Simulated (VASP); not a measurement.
The system is MnO2.

```
CELL_PARAMETERS angstrom
2.90416 0.00000 0.00000
0.00000 3.84481 0.00000
0.00000 0.00000 6.16426
ATOMIC_POSITIONS crystal
Mn 0.50000 0.50000 0.34330
Mn 0.00000 0.00000 0.65670
O 0.50000 0.00000 0.83757
O 0.00000 0.50000 0.16243
O 0.50000 0.00000 0.42180
O 0.00000 0.50000 0.57820
```

Base run:

- Program: VASP 6.6.1
- Functional: PBEsol
- Potentials or basis: VASP PAW PBE potentials, release 64 (Mn_pv, O)
- Cutoff: 520 eV
- k mesh: 9 × 7 × 5
- Occupations: fermi-dirac, width 0.05 eV
- Spin: collinear spin, ferromagnetic start
- Starting moments: [5.5, 5.5, 0.0, 0.0, 0.0, 0.0] μB

Its results: band gap on the k mesh zero (filled and empty bands overlap); pressure -12.7 GPa; largest force 1.066 eV/Å.

Question: After a change of settings the same cell gave: band gap on the k mesh zero (band 25 reaches 3.32 eV, above the bottom of band 26 at 2.97 eV); pressure -22.0 GPa; largest force 3.144 eV/Å. Which change was it?
A. spin from collinear spin, ferromagnetic start to collinear spin, ferrimagnetic start; moments at the start from [5.5, 5.5, 0.0, 0.0, 0.0, 0.0] to [4.0, -2.0, 0.0, 0.0, 0.0, 0.0]
B. spin from collinear spin, ferromagnetic start to no spin polarisation; further incar settings from ALGO = Normal; EDIFF = 1e-06; NBANDS = 38 to ALGO = Normal; EDIFF = 1e-06; NBANDS = 34
C. further incar settings from ALGO = Normal; EDIFF = 1e-06; NBANDS = 38 to ALGO = Normal; EDIFF = 1e-07; NBANDS = 38; moments at the start from [5.5, 5.5, 0.0, 0.0, 0.0, 0.0] to [4.0, 4.0, 0.0, 0.0, 0.0, 0.0]

Answer: B.

Caveats: the PAW data sets were made with another functional, which shifts forces and pressure a little; semilocal functionals often make such compounds metallic where correlation or magnetic order opens a gap, which also shifts bond lengths.
